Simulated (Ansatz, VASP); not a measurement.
# One calculation of Cd3S, two programs

```
Cd S
1.0
     4.45612    0.00000    0.00000
     0.00000    4.45612    0.00000
     0.00000    0.00000    4.45612
Cd S
3 1
Direct
  0.00000 0.50000 0.50000
  0.50000 0.00000 0.50000
  0.50000 0.50000 0.00000
  0.00000 0.00000 0.00000
```

Alike in both runs: functional PBE; k mesh 10 × 10 × 10; occupations gaussian, width 0.1 eV; no spin polarisation.

Ansatz relaxed the structure, and its values are those at the end. VASP's run is a single point on that final structure, the one shown.

|  | VASP | Ansatz |
| --- | --- | --- |
| version | VASP 6.6.1 | Ansatz 0.2.0 |
| potentials or method | VASP PAW PBE potentials, release 64 (Cd, S), cutoff 520 eV | scalar-relativistic, plane waves, PAW |
| valence electrons in the cell | 42 | 66 |

Ansatz gave:

- gap on the k mesh at the Fermi level (eV): none
- pressure (GPa): 0.0

Task: What did VASP give for the same quantities?

Result: gap on the k mesh at the Fermi level (eV): none; pressure (GPa): 0.2.

A gap of «none» marks a metal or a gap that the smearing closes. VASP's potentials hold 42 valence electrons a cell and Ansatz's 66, so a difference there can come from the potentials and not from the codes.
